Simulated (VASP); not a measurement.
A run of VASP 6.6.1:

Contents of INCAR:

```
SYSTEM = Ca
  ALGO = Normal
  EDIFF = 1E-7
  ENCUT = 520
  GGA = PE
  ISIF = 2
  ISMEAR = 0
  LASPH = .True.
  LCHARG = .True.
  LELF = .True.
  LREAL = .False.
  LVHAR = .True.
  LWAVE = .False.
  NBANDS = 11
  NELM = 80
  PREC = Accurate
  SIGMA = 0.15
```

Contents of KPOINTS:

```
k-points
0
Gamma
  14 14 14
  0 0 0
```

File POSCAR:

```
Ca
1.0
    0.0000000000      2.7942000000      2.7942000000
    2.9618520000      0.0000000000      2.7942000000
    2.9618520000      2.7942000000      0.0000000000
Ca
1
Direct
    0.0000000000      0.0000000000      0.0000000000
```

Potentials or basis: VASP PAW PBE potentials, release 64 (Ca_sv).

Command:

```sh
$ cat potpaw_PBE.64/Ca_sv/POTCAR > POTCAR
$ mpirun -np 1 vasp_std > vasp.out
```

Hardware: 1 thread of AMD EPYC 9R45 96-Core Processor (Zen 5), on a shared host.

Q: Estimate the wall time of this run.

A: It took 47 s on 1 thread of AMD EPYC 9R45 96-Core Processor (Zen 5), on a shared host, peak memory 0.23 GiB. Counts: scf iterations 12, k points 244.
